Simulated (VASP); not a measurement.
WC, 2 atoms in the cell. The structure is cubic, space group Fm-3m (No. 225). The conventional cell has a = 4.385 Å, b = 4.385 Å, c = 4.385 Å, α = 90.00°, β = 90.00°, γ = 90.00°. W (site symmetry m-3m) has 6 C at 2.19 Å within 2.9 Å. C (site symmetry m-3m) has 6 W at 2.19 Å within 2.9 Å. 

```yaml
Program: VASP 6.6.1
Task: single point
Functional: PBE
Potentials_or_basis: VASP PAW PBE potentials, release 64 (W_sv, C)
Cutoff: 520 eV
k_mesh: 10 × 10 × 10
Occupations: gaussian, width 0.022 eV
Spin: no spin polarisation
Dipole_correction: no
Further_INCAR_settings: ALGO = Normal; EDIFF = 1e-06; NBANDS = 16
```

Potentials or basis: VASP PAW PBE potentials, release 64 (W_sv, C).

Launch:

```sh
$ cat potpaw_PBE.64/W_sv/POTCAR potpaw_PBE.64/C/POTCAR > POTCAR
$ mpirun -np 1 vasp_std > vasp.out
```

Hardware: 1 thread of Intel(R) Xeon(R) Platinum 8559C (Emerald Rapids) (shared host).

Question: How long does it take, and how much memory?

Answer: Wall time 7.6 s on 1 thread of Intel(R) Xeon(R) Platinum 8559C (Emerald Rapids), with other jobs on the host, peak memory 0.14 GiB. Counts: scf iterations 13, k points 47.
